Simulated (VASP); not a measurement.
# Cr (Im-3m) in VASP: a series of runs

Cr is run at these levels: PBE; tasks: single point.

Program: VASP 6.6.1. These are calculated values, not measurements. Logs are shortened: lines on timing, memory, paths and dates and some standing lists are left out, and cuts for length are marked.

### Step 1. The cell of the first run

Symmetry: Im-3m, No. 229, cubic system. The conventional cell has a = 2.849 Å, b = 2.849 Å, c = 2.849 Å, α = 90.00°, β = 90.00°, γ = 90.00°. Cr (site symmetry m-3m) has 14 Cr at 2.47 to 2.85 Å within 3.3 Å.

### Step 2. Single point, PBE, collinear spin, ferromagnetic start

INCAR reads:

```
SYSTEM = Cr
ALGO     = Normal         ! electronic algorithm
EDIFF    = 1E-6           ! SCF threshold, eV
ENCUT    = 500            ! plane-wave cutoff, eV
GGA      = PE             ! functional
GGA_COMPAT= .False.      
ISIF     = 2              ! what is computed and relaxed
ISMEAR   = -1             ! smearing method
ISPIN    = 2              ! spin polarisation
LASPH    = .True.         ! aspherical terms in the spheres
LCHARG   = .False.        ! write CHGCAR
LMAXMIX  = 4              ! l up to which the mixer works
LORBIT   = 11             ! projections on sites
LREAL    = .False.        ! projectors in reciprocal space
LWAVE    = .False.        ! write WAVECAR
MAGMOM   = 3              ! initial moments
NBANDS   = 16             ! bands
NELM     = 200            ! most SCF steps
PREC     = Accurate       ! precision mode
SIGMA    = 0.1            ! smearing width, eV
```

KPOINTS reads:

```
k-points
0
Gamma
  10 10 10
  0 0 0
```

POSCAR reads:

```
Cr
1.0
   -1.4247223524      1.4247223524      1.4247223524
    1.4247223524     -1.4247223524      1.4247223524
    1.4247223524      1.4247223524     -1.4247223524
Cr
1
Direct
    0.0000000000      0.0000000000      0.0000000000
```

Potentials or basis: VASP PAW PBE potentials, release 64 (Cr_pv).

Run with:

```
$ cat potpaw_PBE.64/Cr_pv/POTCAR > POTCAR
$ mpirun -np 1 vasp_std > vasp.out
```

OUTCAR:

```text
SYSTEM = Cr
   EDIFF = 1E-6
   ENCUT = 500
   GGA = PE
   ISIF = 2
   ISMEAR = -1
   ISPIN = 2
   LASPH = .True.
   LORBIT = 11
   LREAL = .False.
   NELM = 200
   PREC = Accurate

 ion  position               nearest neighbor table
   1  0.000  0.000  0.000-

  LATTYP: Found a body centered cubic cell.
 ALAT       =     2.8494447048

  Lattice vectors:

 A1 = (  -1.4247223524,   1.4247223524,   1.4247223524)
 A2 = (   1.4247223524,  -1.4247223524,   1.4247223524)
 A3 = (   1.4247223524,   1.4247223524,  -1.4247223524)

Analysis of symmetry for initial positions (statically):
=====================================================================
 Subroutine PRICEL returns:
 Original cell was already a primitive cell.

 Routine SETGRP: Setting up the symmetry group for a
 body centered cubic supercell.

 Subroutine GETGRP returns: Found 48 space group operations
 (whereof 48 operations were pure point group operations)
 out of a pool of 48 trial point group operations.

The static configuration has the point symmetry O_h .

Analysis of symmetry for dynamics (positions and initial velocities):
=====================================================================
 Subroutine PRICEL returns:
 Original cell was already a primitive cell.

 Routine SETGRP: Setting up the symmetry group for a
 body centered cubic supercell.

 Subroutine GETGRP returns: Found 48 space group operations
 (whereof 48 operations were pure point group operations)
 out of a pool of 48 trial point group operations.

The dynamic configuration has the point symmetry O_h .

Analysis of structural, dynamic, and magnetic symmetry:
=====================================================================
 Subroutine PRICEL returns:
 Original cell was already a primitive cell.

 Routine SETGRP: Setting up the symmetry group for a
 body centered cubic supercell.

 Subroutine GETGRP returns: Found 48 space group operations
 (whereof 48 operations were pure point group operations)
 out of a pool of 48 trial point group operations.

The overall configuration has the point symmetry O_h .

 Subroutine INISYM returns: Found 48 space group operations
 (whereof 48 operations are pure point group operations),
 and found     1 'primitive' translations

----------------------------------------------------------------------------------------

                                     Primitive cell

  volume of cell :      11.5678

  direct lattice vectors                    reciprocal lattice vectors
[... 97 lines left out ...]
   NUPDOWN=      -1.0000    fix difference up-down
   EMIN   =  10.00;   EMAX   =-10.00  energy-range for DOS
   EFERMI =   0.00;   METHOD = LEGACY
   ISMEAR =    -1;   SIGMA  =   0.10  broadening in eV -4-tet -1-fermi 0-gaus
   EFERMI_NEDOS =   21; number of points for ismear=-14 and -15
   IALGO  =     38    algorithm
   IMIX   =      4    mixing-type and parameters
     AMIX     =   0.40;   BMIX     =  1.00
     AMIX_MAG =   1.60;   BMIX_MAG =  1.00
  volume/ion in A,a.u.               =      11.57        78.06
  Fermi-wavevector in a.u.,A,eV,Ry     =   1.657238  3.131727 37.367577  2.746439
  Thomas-Fermi vector in A             =   2.745026
   LORBIT       =     11    0 simple, 1 ext, 2 COOP (PROOUT), +10 PAW based schemes
   GGA     = PE    functional components
   LHFCALC =     F    Hartree Fock is set to
   AEXX    =    0.0000 exact exchange contribution
   IVDW    =     0    specifies the selected vdW correction
   LEPSILON=     F    determine dielectric tensor
   LRPA    =     F    only Hartree local field effects (RPA)
 spin polarized calculation
  energy-cutoff  :      500.00
  volume of cell :       11.57
 maximum number of plane-waves:       321
 NGX is ok and might be reduce to    18
   NGX =  9   NGY =  9   NGZ =  9

 number of electron      11.9999993 magnetization       0.0004978

 number of electron      11.9999993 magnetization      -0.0000373

 Free energy of the ion-electron system (eV)
  ---------------------------------------------------
  ext. energy  EPLUGINS =         0.00000000
  ---------------------------------------------------
  free energy    TOTEN  =        -9.52214385 eV

  energy without entropy =       -9.49119199  energy(sigma->0) =       -9.50666792

 E-fermi :  10.9741     XC(G=0): -13.6668

 val. band max:       10.9399555017   @ k =   0.1000   0.1000   0.0000
 cond. band min:      10.9964022358   @ k =   0.4000   0.0000   0.0000
 fundamental gap:      0.0564467341
 Fermi energy:        10.9740840435

 spin component 1

 k-point     1 :       0.0000    0.0000    0.0000
  band No.  band energies     occupation
      1     -31.7877      1.00000
      2     -31.7877      1.00000
      3     -31.7877      1.00000
      4       3.0997      1.00000
      5      10.0343      0.99992
      6      10.0343      0.99992
[... 435 lines left out ...]
      5       9.2890      1.00000
      6       9.5765      1.00000
[... 8 lines left out ...]
     15      38.3897      0.00000
     16      40.8940      0.00000

 [... further k-points ...]

 spin component 2

 k-point     1 :       0.0000    0.0000    0.0000
  band No.  band energies     occupation
      1     -31.7877      1.00000
      2     -31.7877      1.00000
      3     -31.7877      1.00000
      4       3.0997      1.00000
      5      10.0343      0.99992
      6      10.0343      0.99992
[... 435 lines left out ...]
      5       9.2890      1.00000
      6       9.5765      1.00000
[... 8 lines left out ...]
     15      38.3897      0.00000
     16      40.8940      0.00000

 [... further k-points ...]
[... 5 lines left out ...]
  --------------------------------------------------------------------------------------
  -------------------------------------------------------------------------------------
  Total       -0.0374233     -0.0374233     -0.0374233      0.0000000     -0.0000000     -0.0000000
  in kB       -5.1832491     -5.1832491     -5.1832491      0.0000000     -0.0000000     -0.0000000
  external PRESSURE =      -5.1832491 kB  Pullay stress =       0.0000000 kB

 VOLUME and BASIS-vectors are now :
 -----------------------------------------------------------------------------
  energy-cutoff  :      500.00
  volume of cell :       11.57
      direct lattice vectors                 reciprocal lattice vectors
    -1.424722352  1.424722352  1.424722352     0.000000000  0.350945571  0.350945571
     1.424722352 -1.424722352  1.424722352     0.350945571  0.000000000  0.350945571
     1.424722352  1.424722352 -1.424722352     0.350945571  0.350945571  0.000000000

 POSITION                                       TOTAL-FORCE (eV/Angst)
 -----------------------------------------------------------------------------------
      0.00000      0.00000      0.00000         0.000000      0.000000      0.000000
 -----------------------------------------------------------------------------------
    total drift:                                0.000000      0.000000      0.000000

  FREE ENERGIE OF THE ION-ELECTRON SYSTEM (eV)
  ---------------------------------------------------
  free  energy   TOTEN  =        -9.5221438517 eV

  energy  without entropy=       -9.4911919934  energy(sigma->0) =       -9.50666792

 total charge

# of ion       s       p       d       tot
------------------------------------------
    1        0.440   6.408   4.206  11.054

 magnetization (x)

# of ion       s       p       d       tot
------------------------------------------
    1       -0.000   0.000  -0.000  -0.000
```

OSZICAR:

```text
N       E                     dE             d eps       ncg     rms          rms(c)
DAV:   1     0.768165787553E+02    0.76817E+02   -0.60293E+03  3104   0.839E+02
DAV:   2    -0.833185574745E+01   -0.85148E+02   -0.81354E+02  3344   0.240E+02
DAV:   3    -0.969470937730E+01   -0.13629E+01   -0.13604E+01  3344   0.335E+01
DAV:   4    -0.969931119615E+01   -0.46018E-02   -0.46018E-02  3584   0.193E+00
DAV:   5    -0.969934358815E+01   -0.32392E-04   -0.32391E-04  3400   0.146E-01    0.183E+01
DAV:   6    -0.947815531566E+01    0.22119E+00   -0.20164E+00  3088   0.251E+01    0.384E+00
DAV:   7    -0.952167309915E+01   -0.43518E-01   -0.16074E-01  3168   0.297E+00    0.235E+00
DAV:   8    -0.952594887254E+01   -0.42758E-02   -0.57161E-03  3208   0.899E-01    0.928E-01
DAV:   9    -0.952184962890E+01    0.40992E-02   -0.18829E-03  3304   0.453E-01    0.265E-01
DAV:  10    -0.952212844547E+01   -0.27882E-03   -0.35238E-04  3192   0.177E-01    0.591E-02
DAV:  11    -0.952214813765E+01   -0.19692E-04   -0.14328E-05  3480   0.285E-02    0.238E-02
DAV:  12    -0.952214547518E+01    0.26625E-05   -0.21244E-06  2728   0.107E-02    0.736E-03
DAV:  13    -0.952214394244E+01    0.15327E-05   -0.93639E-07  2464   0.822E-03    0.417E-03
DAV:  14    -0.952214385171E+01    0.90727E-07   -0.10668E-07  1504   0.474E-03
   1 F= -.95221439E+01 E0= -.95066679E+01  d E =-.309519E-01  mag=    -0.0000
```

stdout:

```text
POSCAR found type information on POSCAR Cr
 POSCAR found :  1 types and       1 ions
 scaLAPACK will be used
 LDA part: xc-table for (Slater+PW92), standard interpolation
 POSCAR, INCAR and KPOINTS ok, starting setup
 FFT: planning ... GRIDC
 FFT: planning ... GRID_SOFT
 FFT: planning ... GRID
 WAVECAR not read
 entering main loop
```

Wall time 7.9 s (1 thread of Intel Xeon 6975P-C (Granite Rapids), shared host); peak memory 0.13 GiB.

What came out:

```yaml
Free_energy: -9.5221 eV
Pressure: -0.5 GPa
Band_gap_on_the_k_mesh: zero (filled and empty bands overlap)
Net_moment: 0.00 μB per cell
Valence_electrons_inside_the_program's_atomic_spheres: Cr 11.05
```

Caveat: an empty level that is flat over the whole mesh can mark a ghost state of the potentials, or a narrow d or f band.

### Step 3. Single point, PBE, collinear spin, ferromagnetic start

This run uses another cell than the first one, of 11.67 Å³/atom.

INCAR reads:

```
  PREC = Accurate
  ENCUT = 500
  EDIFF = 1E-6
  ISMEAR = -1
  SIGMA = 0.1
  LREAL = F
  LASPH = T
  NELM = 200
  ALGO = Normal
  ISIF = 2
  LWAVE = F
  LCHARG = T
  ISPIN = 2
  MAGMOM = 3
  LORBIT = 11
  LMAXMIX = 4
  GGA = PE
  LELF = T
  LVHAR = T
  NBANDS = 16
  GGA_COMPAT = F
```

KPOINTS reads:

```
Automatic mesh
0
Gamma
  10 10 10
```

POSCAR reads:

```
Cr
1.0
   -1.4288829622      1.4288829622      1.4288829622
    1.4288829622     -1.4288829622      1.4288829622
    1.4288829622      1.4288829622     -1.4288829622
Cr
1
Direct
    0.0000000000      0.0000000000      0.0000000000
```

Potentials or basis: VASP PAW PBE potentials, release 64 (Cr_pv).

Run with:

```
$ cat potpaw_PBE.64/Cr_pv/POTCAR > POTCAR
$ mpirun -np 1 vasp_std > vasp.out
```

It took 8.5 s on 1 thread of Intel Xeon 6975P-C (Granite Rapids), shared host; peak memory 0.13 GiB.

The run converged. Its results:

```
Free energy                                           : -9.5213 eV
Pressure                                              : -2.7 GPa
Band gap on the k mesh                                : zero (filled and empty bands overlap)
Net moment                                            : 0.00 μB per cell
Valence electrons inside the program's atomic spheres : Cr 11.03
```

Levels at points of the mesh, in eV from the Fermi level:
Spin up:
```
           k point  band 3  band 4  band 5  band 6  band 7  band 8  band 9  band 10
(0.00, 0.00, 0.00)  -42.77   -7.84   -0.93   -0.93   -0.93    1.10    1.10     7.07
(0.50, 0.00, 0.00)  -42.78   -4.40   -2.45    1.07    1.10    1.43    2.76     7.06
(0.50, 0.50, 0.50)  -43.38   -4.27   -4.27    2.38    2.38    2.38    7.06    10.50
```
Spin down:
```csv
k point,band 4,band 5,band 6,band 7,band 8,band 9
"(0.00, 0.00, 0.00)",-7.84,-0.93,-0.93,-0.93,1.10,1.10
"(0.50, 0.00, 0.00)",-4.40,-2.45,1.07,1.10,1.43,2.76
"(0.50, 0.50, 0.50)",-4.27,-4.27,2.38,2.38,2.38,7.06
```

Caveat: an empty level that is flat over the whole mesh can mark a ghost state of the potentials, or a narrow d or f band.

### Step 4. Single point, PBE, collinear spin, ferromagnetic start

This run uses another cell than the first one, of 11.99 Å³/atom.

INCAR reads:

```
ALGO     = Normal         # electronic algorithm
EDIFF    = 1E-6           # SCF threshold, eV
ENCUT    = 500            # plane-wave cutoff, eV
GGA      = PE             # functional
GGA_COMPAT= False        
ISIF     = 2              # what is computed and relaxed
ISMEAR   = -1             # smearing method
ISPIN    = 2              # spin polarisation
LASPH    = True           # aspherical terms in the spheres
LCHARG   = False          # write CHGCAR
LMAXMIX  = 4              # l up to which the mixer works
LORBIT   = 11             # projections on sites
LREAL    = False          # projectors in reciprocal space
LWAVE    = False          # write WAVECAR
MAGMOM   = 3              # initial moments
NBANDS   = 16             # bands
NELM     = 200            # most SCF steps
PREC     = Accurate       # precision mode
SIGMA    = 0.1            # smearing width, eV
```

KPOINTS reads:

```
k-points
0
Gamma
  10 10 10
```

POSCAR reads:

```
Cr
1.0
   -1.4419500000      1.4419500000      1.4419500000
    1.4419500000     -1.4419500000      1.4419500000
    1.4419500000      1.4419500000     -1.4419500000
Cr
1
Direct
    0.0000000000      0.0000000000      0.0000000000
```

Run with:

```
$ cat potpaw_PBE.64/Cr_pv/POTCAR > POTCAR
$ mpirun -np 1 vasp_std > vasp.out
```

Wall time 7.5 s (1 thread of Intel Xeon 6975P-C (Granite Rapids), shared host); peak memory 0.12 GiB.

Results (log left out):

- Free energy: -9.5097 eV
- Pressure: -9.0 GPa
- Band gap on the k mesh: zero (filled and empty bands overlap)
- Net moment: 0.00 μB per cell
- Valence electrons inside the program's atomic spheres: Cr 10.98

Levels at points of the mesh, in eV from the Fermi level:
Spin up:
```tsv
k point	band 3	band 4	band 5	band 6	band 7	band 8	band 9	band 10
(0.00, 0.00, 0.00)	-42.80	-7.73	-0.89	-0.89	-0.89	1.07	1.07	7.06
(0.50, 0.00, 0.00)	-42.81	-4.26	-2.35	1.01	1.06	1.38	2.66	7.05
(0.50, 0.50, 0.50)	-43.36	-4.10	-4.10	2.29	2.29	2.29	7.05	10.26
```
Spin down:
```csv
k point,band 4,band 5,band 6,band 7,band 8,band 9
"(0.00, 0.00, 0.00)",-7.73,-0.89,-0.89,-0.89,1.07,1.07
"(0.50, 0.00, 0.00)",-4.26,-2.35,1.01,1.06,1.38,2.66
"(0.50, 0.50, 0.50)",-4.10,-4.10,2.29,2.29,2.29,7.05
```

Caveat: the cell stands under tension.
